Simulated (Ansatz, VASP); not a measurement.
## One calculation of SiC, two programs

Contents of POSCAR:

```
SiC
1.0
    0.0000000000      2.0551598519      2.0551598519
    2.0551598519      0.0000000000      2.0551598519
    2.0551598519      2.0551598519      0.0000000000
Si C
1 1
Direct
    0.0000000000      0.0000000000      0.0000000000
    0.2500000000      0.2500000000      0.2500000000
```

Contents of INCAR.step1:

```
SYSTEM = SiC
PREC = Accurate
ENCUT = 520
ISMEAR = 0
SIGMA = 0.05
LREAL = .False.
LASPH = .True.
NELM = 60
NBANDS = 11
GGA = PE
ALGO = Normal
EDIFF = 1E-4
LWAVE = .True.
LCHARG = .False.
```

INCAR.step2

```
SYSTEM = SiC
PREC = Accurate
ENCUT = 520
EDIFF = 1E-6
ISMEAR = 0
SIGMA = 0.05
LREAL = .False.
LASPH = .True.
NELM = 60
ALGO = Normal
ISIF = 2
LWAVE = .False.
LCHARG = .True.
METAGGA = R2SCAN
LMIXTAU = .True.
LELF = .True.
LVHAR = .True.
NBANDS = 11
ISTART = 1
```

File KPOINTS:

```
Automatic mesh
0
Gamma
  10 10 10
  0 0 0
```

Input for Ansatz:

```yaml
crystal:
  lattice:
    - [0.0, 2.0551598519, 2.0551598519]
    - [2.0551598519, 0.0, 2.0551598519]
    - [2.0551598519, 2.0551598519, 0.0]
  atoms:
    - { symbol: Si, position: [0.0, 0.0, 0.0] }
    - { symbol: C, position: [0.25, 0.25, 0.25] }
basis:
  ecutwfc: 500
  ecutrho_ratio: 4
kpoints:
  mp_grid: { grid: [10, 10, 10] }
hamiltonian:
  xc: r2scan
scf:
  occupations: { method: gaussian, width: 0.05 }
output:
  forces: true
  stress: true
  eigenvalues: true
```

Alike in both runs: task single point; functional r2SCAN; k mesh 10 × 10 × 10; occupations gaussian, width 0.05 eV; no spin polarisation.

|  | VASP | Ansatz |
| --- | --- | --- |
| version | VASP 6.6.1 | Ansatz 0.2.0 |
| potentials or method | VASP PAW PBE potentials, release 64 (Si, C), cutoff 520 eV | scalar-relativistic, plane waves, PAW |
| valence electrons in the cell | 8 | 8 |

```csv
,VASP,Ansatz,Ansatz less VASP
gap on the k mesh at the Fermi level (eV),1.59,1.58,-0.017
least direct gap on the mesh (eV),5.26,5.24,-0.016
```

VASP's potentials were made for PBE, not for r2SCAN.
